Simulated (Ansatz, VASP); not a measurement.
## Si2C: VASP beside Ansatz

```
Si C
1.0
     2.59376    0.00000    0.00000
    -1.29688    2.24626    0.00000
     0.00000    0.00000    6.29299
Si C
2 1
Direct
  0.00000 0.00000 0.29557
  0.00000 0.00000 0.70443
  0.00000 0.00000 0.00000
```

Alike in both runs: task relaxation of cell and atoms; functional PBE; k mesh 24 × 24 × 8; occupations gaussian, width 0.1 eV; no spin polarisation.

|  | VASP | Ansatz |
| --- | --- | --- |
| version | VASP 6.6.1 | Ansatz 0.2.0 |
| potentials or method | VASP PAW PBE potentials, release 64 (Si, C), cutoff 600 eV | scalar-relativistic, plane waves, PAW |
| valence electrons in the cell | 12 | 12 |

VASP gave:

```
gap on the k mesh at the Fermi level, each at its own relaxed structure (eV) : none
relaxed volume (Å³/atom)                                                     : 12.30
relaxed cell length with the largest relative difference (Å)                 : 2.622
```

Q: What did Ansatz give for the same quantities?

A: gap on the k mesh at the Fermi level, each at its own relaxed structure (eV): none; relaxed volume (Å³/atom): 12.30; relaxed cell length with the largest relative difference (Å): 2.623.

A gap of «none» marks a metal or a gap that the smearing closes.
